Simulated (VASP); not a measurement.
Here is a VASP 6.6.1 calculation.

Contents of INCAR:

```
PREC = Accurate
ENCUT = 520
EDIFF = 1E-6
ISMEAR = -1
SIGMA = 0.1
LREAL = F
LASPH = T
NELM = 60
ALGO = Normal
ISIF = 2
LWAVE = F
LCHARG = F
GGA = CA
NBANDS = 12
```

Contents of KPOINTS:

```
Automatic mesh
0
Gamma
  10 10 10
```

The input POSCAR:

```
Sb
1.0
    0.0000000000      2.5098892199      2.5098892199
    2.5098892199      0.0000000000      2.5098892199
    2.5098892199      2.5098892199      0.0000000000
Sb
2
Direct
   -0.1250000000     -0.1250000000     -0.1250000000
    0.1250000000      0.1250000000      0.1250000000
```

Potentials or basis: VASP PAW LDA potentials, release 64 (Sb).

Command:

```sh
$ cat potpaw_LDA.64/Sb/POTCAR > POTCAR
$ mpirun -np 1 vasp_std > vasp.out
```

Task: What does it give for the pressure?

Result: 236.5 GPa.

Task: Predict the band gap on the k mesh.

Result: Zero (band 5 reaches 19.62 eV, above the bottom of band 6 at 15.91 eV).

Caveat: spin-orbit coupling is left out, which moves the levels of the heavy elements.
